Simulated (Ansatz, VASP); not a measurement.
**As in VASP and in Ansatz**

```xyz
2
Lattice="3.6188 0.0000 0.0000 -1.8094 3.1340 0.0000 0.0000 0.0000 22.5000" Properties=species:S:1:pos:R:3 pbc="T T T"
As    1.8094    1.0447   13.9215
As    0.0000    0.0000   15.2795
```

Alike in both runs: task single point; functional r2SCAN; dispersion rVV10; k mesh 12 × 12 × 1; occupations gaussian, width 0.04 eV; no spin polarisation.

|  | VASP | Ansatz |
| --- | --- | --- |
| version | VASP 6.6.1 | Ansatz 0.2.0 |
| potentials or method | VASP PAW PBE potentials, release 64 (As), cutoff 440 eV | scalar-relativistic, plane waves, PAW |
| valence electrons in the cell | 10 | 30 |

Ansatz gave:

| Item | Value |
| --- | --- |
| gap on the k mesh at the Fermi level (eV) | 2.08 |
| least direct gap on the mesh (eV) | 2.34 |
| rms of the force components (eV/Å) | 0.008 |

**Question.** Estimate VASP's values.

**Answer.** gap on the k mesh at the Fermi level (eV): 2.08; least direct gap on the mesh (eV): 2.32; rms of the force components (eV/Å): 0.047.

VASP's potentials were made for PBE, not for r2SCAN. Atom by atom the forces differ by 0.055 eV/Å (rms over components). VASP's potentials hold 10 valence electrons a cell and Ansatz's 30, so a difference there can come from the potentials and not from the codes. Ansatz's warnings: xc potential rough in thin density.
